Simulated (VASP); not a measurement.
Input of a VASP 6.6.1 run:

Contents of INCAR:

```
PREC = Accurate
ENCUT = 520
EDIFF = 1E-6
ISMEAR = -1
SIGMA = 0.05
LREAL = F
LASPH = T
NELM = 100
ALGO = Normal
ISIF = 2
LWAVE = F
LCHARG = F
GGA = PE
ALDAC = 0.0
AGGAC = 0.0
NBANDS = 17
```

The input KPOINTS:

```
regular mesh
0
Gamma
  7 7 7
```

POSCAR

```
TePb
1.0
    0.0000000000      3.2735180337      3.2735180337
    3.2735180337      0.0000000000      3.2735180337
    3.2735180337      3.2735180337      0.0000000000
Pb Te
1 1
Direct
    0.0000000000      0.0000000000      0.0000000000
    0.5000000000      0.5000000000      0.5000000000
```

Potentials or basis: VASP PAW PBE potentials, release 64 (Pb_d, Te).

Command:

```bash
$ cat potpaw_PBE.64/Pb_d/POTCAR potpaw_PBE.64/Te/POTCAR > POTCAR
$ mpirun -np 1 vasp_std > vasp.out
```

(1) Estimate the pressure.

Answers

(1) 7.9 GPa.
